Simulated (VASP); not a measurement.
Here is a VASP 6.6.1 calculation.

Contents of INCAR:

```
PREC     = Accurate       # precision mode
ENCUT    = 600            # plane-wave cutoff, eV
EDIFF    = 1E-7           # SCF threshold, eV
ISMEAR   = 0              # smearing method
SIGMA    = 0.01           # smearing width, eV
LREAL    = False          # projectors in reciprocal space
LASPH    = True           # aspherical terms in the spheres
NELM     = 80             # most SCF steps
ALGO     = Normal         # electronic algorithm
ISIF     = 3              # what is computed and relaxed
LWAVE    = False          # write WAVECAR
LCHARG   = False          # write CHGCAR
GGA      = PS             # functional
IBRION   = 2              # ionic algorithm
NSW      = 80             # ionic steps
EDIFFG   = -0.001         # ionic threshold
PSTRESS  = 50.0
```

KPOINTS

```
Automatic mesh
0
Gamma
  10 10 10
```

File POSCAR:

```
ZnS
1.0
    0.0000000000      2.6782323768      2.6782323768
    2.6782323768      0.0000000000      2.6782323768
    2.6782323768      2.6782323768      0.0000000000
Zn S
1 1
Direct
    0.2500000000      0.2500000000      0.2500000000
    0.0000000000      0.0000000000      0.0000000000
```

Potentials or basis: VASP PAW PBE potentials, release 64 (Zn, S).

The run is started by

```sh
$ cat potpaw_PBE.64/Zn/POTCAR potpaw_PBE.64/S/POTCAR > POTCAR
$ mpirun -np 1 vasp_std > vasp.out
```

(1) Estimate the band gap on the k mesh.

(2) Predict the relaxed cell.

## Answers

(1) 2.33 eV.

(2) a = 3.721 Å, b = 3.721 Å, c = 3.721 Å, α = 60.00°, β = 60.00°, γ = 60.00°.

Caveat: the cell is relaxed towards a set pressure, so the run minimises the enthalpy, not the energy.
